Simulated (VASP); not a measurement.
Input of a VASP 6.6.1 run:

File POSCAR:

```
BeS
1.0
    0.0000000000      2.4250000000      2.3886250000
    2.4250000000      0.0000000000      2.3886250000
    2.4250000000      2.4250000000      0.0000000000
Be S
1 1
Direct
    0.0000000000      0.0000000000      0.0000000000
    0.7500000000      0.7500000000      0.7500000000
```

INCAR.step1

```
SYSTEM = BeS
  PREC = Accurate
  ENCUT = 520
  ISMEAR = 0
  SIGMA = 0.05
  LREAL = .False.
  LASPH = .True.
  NELM = 80
  NBANDS = 11
  GGA = PE
  ALGO = Normal
  EDIFF = 1E-4
  LWAVE = .True.
  LCHARG = .False.
```

INCAR.step2

```
SYSTEM = BeS
  PREC = Accurate
  ENCUT = 520
  EDIFF = 1E-7
  ISMEAR = 0
  SIGMA = 0.05
  LREAL = .False.
  LASPH = .True.
  NELM = 80
  ALGO = Normal
  ISIF = 2
  LWAVE = .False.
  LCHARG = .False.
  METAGGA = R2SCAN
  LMIXTAU = .True.
  NBANDS = 11
  ISTART = 1
```

File KPOINTS:

```
regular mesh
0
Gamma
  8 8 8
  0 0 0
```

Potentials or basis: VASP PAW PBE potentials, release 64 (Be, S).

Launch:

```bash
$ cat potpaw_PBE.64/Be/POTCAR potpaw_PBE.64/S/POTCAR > POTCAR
$ cp INCAR.step1 INCAR
$ mpirun -np 1 vasp_std > vasp.out
$ cp INCAR.step2 INCAR
$ mpirun -np 1 vasp_std > vasp.out
```

What does it give for the pressure?

3.0 GPa.

Predict the band gap on the k mesh.

3.40 eV, indirect (least direct gap 6.18 eV).

Stress tensor (GPa, compression positive):
```
2.52 0.00 0.00
0.00 2.52 0.00
0.00 0.00 4.00
```

Caveat: the cell differs from its parent crystal (strain +0.000 along x and y, -0.015 along z); the PAW data sets were made with another functional, which shifts forces and pressure a little. A k mesh can miss the band edges.
